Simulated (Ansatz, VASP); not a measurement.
**One calculation of LiGe6As8, two programs**

```
CELL_PARAMETERS angstrom
0.00000 5.70573 5.70573
5.70573 0.00000 5.70573
5.70573 5.70573 0.00000
ATOMIC_POSITIONS crystal
Li 0.50000 0.50000 0.50000
Ge 0.50000 0.00000 0.50000
Ge 0.50000 0.00000 0.00000
Ge 0.00000 0.00000 0.50000
Ge 0.00000 0.50000 0.00000
Ge 0.00000 0.50000 0.50000
Ge 0.50000 0.50000 0.00000
As 0.85757 0.42729 0.85757
As 0.14243 0.14243 0.14243
As 0.85757 0.85757 0.85757
As 0.57271 0.14243 0.14243
As 0.85757 0.85757 0.42729
As 0.42729 0.85757 0.85757
As 0.14243 0.14243 0.57271
As 0.14243 0.57271 0.14243
```

Alike in both runs: task single point; functional PBE; k mesh 4 × 4 × 4; occupations gaussian, width 0.1 eV; no spin polarisation.

```csv
,VASP,Ansatz
version,VASP 6.6.1,Ansatz 0.2.0
potentials or method,"VASP PAW PBE potentials, release 64 (Li_sv, Ge_d, As), cutoff 520 eV","scalar-relativistic, plane waves, PAW"
valence electrons in the cell,127,207
```

Ansatz gave:

- gap on the k mesh at the Fermi level (eV): none
- rms of the force components (eV/Å): 0.497

Task: Estimate VASP's values.

Result: gap on the k mesh at the Fermi level (eV): none; rms of the force components (eV/Å): 0.504.

Atom by atom the forces differ by 0.007 eV/Å (rms over components). A gap of «none» marks a metal or a gap that the smearing closes. With one functional, cell and mesh, what is left measures potentials, basis and numerics. VASP's potentials hold 127 valence electrons a cell and Ansatz's 207, so a difference there can come from the potentials and not from the codes.

Noted on VASP's run: the cutoff is under 1.25 times that of the potentials, so the pressure is a little rough.
